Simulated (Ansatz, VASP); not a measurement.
## Two plane-wave programs on InSb

File INCAR:

```
PREC = Accurate
ENCUT = 520
EDIFF = 1E-6
ISMEAR = 0
SIGMA = 0.15
LREAL = False
LASPH = True
NELM = 80
ALGO = Normal
ISIF = 2
LWAVE = False
LCHARG = False
GGA = PE
NBANDS = 16
```

The input KPOINTS:

```
regular mesh
0
Gamma
  12 12 12
```

Contents of POSCAR:

```
InSb
1.0
    0.0000000000      3.3058225827      2.6139062282
    3.3058225827      0.0000000000      2.6139062282
    3.3058225827      3.3058225827      0.0000000000
In Sb
1 1
Direct
    0.0000000000      0.0000000000      0.0000000000
    0.5000000000      0.5000000000      0.5000000000
```

Input for Ansatz:

```yaml
crystal:
  lattice:
    - [0.0, 3.3058225827, 2.6139062282]
    - [3.3058225827, 0.0, 2.6139062282]
    - [3.3058225827, 3.3058225827, 0.0]
  atoms:
    - { symbol: In, position: [0.0, 0.0, 0.0] }
    - { symbol: Sb, position: [0.5, 0.5, 0.5] }
basis:
  ecutwfc: 420
kpoints:
  mp_grid: { grid: [12, 12, 12] }
hamiltonian:
  xc: pbe
  pseudopotentials: { kind: paw, azcp: { folder: soft_1 } }
scf:
  occupations: { method: gaussian, width: 0.15 }
output:
  forces: true
  stress: true
  eigenvalues: true
```

Change from the starting cell: strain +e along x and -e along y +0.0000, strain +e along z and -e/2 along x and y -0.1500.

Alike in both runs: task single point; functional PBE; k mesh 12 × 12 × 12; occupations gaussian, width 0.15 eV; no spin polarisation.

```csv
,VASP,Ansatz
version,VASP 6.6.1,Ansatz 0.2.0
potentials or method,"VASP PAW PBE potentials, release 64 (In_d, Sb), cutoff 520 eV","scalar-relativistic, plane waves, PAW"
valence electrons in the cell,18,28
```

Ansatz gave:

- gap on the k mesh at the Fermi level (eV): none
- pressure (GPa): 8.3
- traceless stress, the component that is largest in VASP (GPa): 22.22

Problem. Estimate VASP's values.

Solution. gap on the k mesh at the Fermi level (eV): none; pressure (GPa): 8.2; traceless stress, the component that is largest in VASP (GPa): 22.12.

A gap of «none» marks a metal or a gap that the smearing closes. The functional is the same, so the differences come from potentials, cutoffs and numerics. VASP's potentials hold 18 valence electrons a cell and Ansatz's 28, so a difference there can come from the potentials and not from the codes.

Neither program's run includes spin-orbit coupling.
